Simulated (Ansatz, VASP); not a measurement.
## LiF in VASP and in Ansatz

```
Li F
1.0
     0.00000    2.01400    2.01400
     2.01400    0.00000    2.01400
     2.01400    2.01400    0.00000
Li F
1 1
Cartesian
  0.0000 0.0000 0.2500
  2.0140 2.0140 2.0140
```

Change from the starting cell: all Li atoms moved -0.250 Å, as atom 1 towards its neighbour atom 2 (F) at 2.014 Å.

Alike in both runs: task single point; functional PBE; k mesh 10 × 10 × 10; occupations gaussian, width 0.05 eV; no spin polarisation.

|  | VASP | Ansatz |
| --- | --- | --- |
| version | VASP 6.6.1 | Ansatz 0.2.0 |
| potentials or method | VASP PAW PBE potentials, release 64 (Li_sv, F), cutoff 520 eV | scalar-relativistic, plane waves, PAW |
| valence electrons in the cell | 10 | 10 |

```tsv
	VASP	Ansatz	Ansatz less VASP
gap on the k mesh at the Fermi level (eV)	8.99	9.00	+0.003
least direct gap on the mesh (eV)	8.99	9.00	+0.003
rms of the force components (eV/Å)	0.405	0.386	-0.0196
```

Atom by atom the forces differ by 0.020 eV/Å (rms over components).

Noted on VASP's run: the cutoff is short for stress, so the pressure is rough.
